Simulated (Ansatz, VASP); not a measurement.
## Mo in VASP and in Ansatz

```
CELL_PARAMETERS angstrom
2.62609 0.00000 0.00000
-1.31304 2.36902 0.00000
0.00000 0.00000 2.55518
ATOMIC_POSITIONS crystal
Mo 0.00000 0.00000 0.50000
```

Change from the starting cell: strain -0.0400 x Voigt [1, 0, 0, 0, 0, 0], atoms carried along.

Alike in both runs: task single point; functional PBEsol; k mesh 18 × 18 × 18; occupations gaussian, width 0.15 eV; no spin polarisation.

|  | VASP | Ansatz |
| --- | --- | --- |
| version | VASP 6.6.1 | Ansatz 0.2.0 |
| potentials or method | VASP PAW PBE potentials, release 64 (Mo_sv), cutoff 520 eV | scalar-relativistic, plane waves, PAW |
| valence electrons in the cell | 14 | 14 |

Ansatz gave:

```
gap on the k mesh at the Fermi level (eV)                     : none
pressure (GPa)                                                : 6.1
traceless stress, the component that is largest in VASP (GPa) : -11.07
```

Problem. Estimate VASP's values.

Solution. gap on the k mesh at the Fermi level (eV): none; pressure (GPa): 6.7; traceless stress, the component that is largest in VASP (GPa): -11.01.

VASP's potentials were made for PBE, not for PBEsol. A gap of «none» marks a metal or a gap that the smearing closes.
